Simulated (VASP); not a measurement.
Here is a VASP 6.6.1 calculation.

The input INCAR:

```
SYSTEM = In
ALGO     = Fast           ! electronic algorithm
EDIFF    = 1E-7           ! SCF threshold, eV
ENCUT    = 520            ! plane-wave cutoff, eV
GGA      = PE             ! functional
ISIF     = 2              ! what is computed and relaxed
ISMEAR   = -1             ! smearing method
LASPH    = .TRUE.         ! aspherical terms in the spheres
LCHARG   = .FALSE.        ! write CHGCAR
LREAL    = .FALSE.        ! projectors in reciprocal space
LWAVE    = .FALSE.        ! write WAVECAR
NBANDS   = 12             ! bands
NELM     = 60             ! most SCF steps
PREC     = Accurate       ! precision mode
SIGMA    = 0.05           ! smearing width, eV
```

Contents of KPOINTS:

```
k-points
0
G
  10 10 10
  0 0 0
```

POSCAR

```
In
1.0
   -1.8697510000      1.8571300000      1.9138710000
    1.8335350000     -1.9128010000      1.9333270000
    1.8585180000      1.9015680000     -1.9695420000
In
1
Direct
   -0.0001030000     -0.0021710000      0.0014700000
```

Potentials or basis: VASP PAW PBE potentials, release 64 (In_d).

Launch:

```sh
$ cat potpaw_PBE.64/In_d/POTCAR > POTCAR
$ mpirun -np 1 vasp_std > vasp.out
```

**Question.** Predict the band gap on the k mesh.

**Answer.** Zero (an odd number of electrons rules out a gap without spin polarisation).

**Question.** What does it give for the pressure?

**Answer.** 1.5 GPa.

Stress tensor (GPa, compression positive):
```
 1.96 -0.05  0.36
-0.05  1.36  0.69
 0.36  0.69  1.21
```

Caveat: the cell differs from its parent crystal (the cell strained at random); spin-orbit coupling is left out, which moves the levels of the heavy elements.
